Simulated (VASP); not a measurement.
Input of a VASP 6.6.1 run:

Contents of INCAR:

```
SYSTEM = HfO2
PREC = Accurate
ENCUT = 520
EDIFF = 1E-7
ISMEAR = 0
SIGMA = 0.05
LREAL = .FALSE.
LASPH = .TRUE.
NELM = 100
ALGO = Normal
ISIF = 2
LWAVE = .FALSE.
LCHARG = .FALSE.
GGA = PS
NBANDS = 31
```

File KPOINTS:

```
Automatic mesh
0
G
  6 6 8
  0 0 0
```

Contents of POSCAR:

```
HfO2
1.0
    4.8307835077      0.0000000000      0.0000000000
    0.0000000000      4.8307835077      0.0000000000
    0.0000000000      0.0000000000      3.2101828971
Hf O
2 4
Direct
    0.0000000000      0.0000000000      0.0000000000
    0.5000000000      0.5000000000      0.5000000000
    0.1949828631      0.8050171369      0.5000000000
    0.3050171369      0.3050171369      0.0000000000
    0.6949828631      0.6949828631      0.0000000000
    0.8050171369      0.1949828631      0.5000000000
```

Potentials or basis: VASP PAW PBE potentials, release 64 (Hf_pv, O).

The run is started by

```sh
$ cat potpaw_PBE.64/Hf_pv/POTCAR potpaw_PBE.64/O/POTCAR > POTCAR
$ mpirun -np 1 vasp_std > vasp.out
```

(1) Estimate the band gap on the k mesh.

(2) Predict the pressure.

## Answers

(1) 3.84 eV.

(2) -2.8 GPa.

Caveat: the PAW data sets were made with another functional, which shifts forces and pressure a little; spin-orbit coupling is left out, which moves the levels of the heavy elements.
